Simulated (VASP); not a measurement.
Runs of VASP 6.6.1 on KF (Carobbiite). The structure is that of space group Fm-3m (No. 225), or close to it. The cells are those of the table. 

```csv
task,cell,k mesh,cutoff (eV),smearing,gap on the mesh (eV),pressure (GPa)
single point,"a = 3.791, b = 3.791, c = 3.763 Å, angles 59.8, 59.8, 90.0°, 2 atoms",8 × 8 × 8,520,gaussian 0.01 eV,6.04,-0.4
single point,"a = 3.735, b = 3.735, c = 3.748 Å, angles 60.1, 60.1, 90.0°, 2 atoms",8 × 8 × 8,520,gaussian 0.01 eV,6.17,0.3
single point,"a = 3.829, b = 3.829, c = 3.775 Å, angles 59.5, 59.5, 90.0°, 2 atoms",8 × 8 × 8,520,gaussian 0.01 eV,5.94,-0.9
single point,"a = 3.735, b = 3.735, c = 3.750 Å, angles 60.1, 60.1, 90.0°, 2 atoms",8 × 8 × 8,520,gaussian 0.01 eV,6.16,0.3
relaxation of cell and atoms,"relaxed from a = 3.779 Å, angles 60.0, 60.0, 90.0°, 2 atoms",12 × 12 × 12,600,fermi-dirac 0.05 eV,6.13,0.0
single point,"a = 3.716, b = 3.716, c = 3.746 Å, angles 60.3, 60.3, 90.0°, 2 atoms",8 × 8 × 8,520,gaussian 0.01 eV,6.19,(a)
single point,"a = 3.716, b = 3.716, c = 3.742 Å, angles 60.2, 60.2, 90.0°, 2 atoms",8 × 8 × 8,520,gaussian 0.01 eV,(b),0.6
single point,"a = 3.772, b = 3.772, c = 3.757 Å, angles 59.9, 59.9, 90.0°, 2 atoms",8 × 8 × 8,520,gaussian 0.01 eV,6.09,(c)
single point,"a = 3.754 Å, angles 60.0, 60.0, 90.0°, 2 atoms",8 × 8 × 8,520,gaussian 0.01 eV,6.13,0.0
single point,"a = 3.791, b = 3.791, c = 3.761 Å, angles 59.7, 59.7, 90.0°, 2 atoms",8 × 8 × 8,520,gaussian 0.01 eV,6.04,-0.4
```

Alike in all rows: level PBEsol; potentials or basis VASP PAW PBE potentials, release 64 (K_sv, F); no spin polarisation.

Estimate the missing entries.

(a) 0.5; (b) 6.20; (c) -0.2.

Caveats: the PAW data sets were made with another functional, which shifts forces and pressure a little.

A k mesh can miss the band edges.
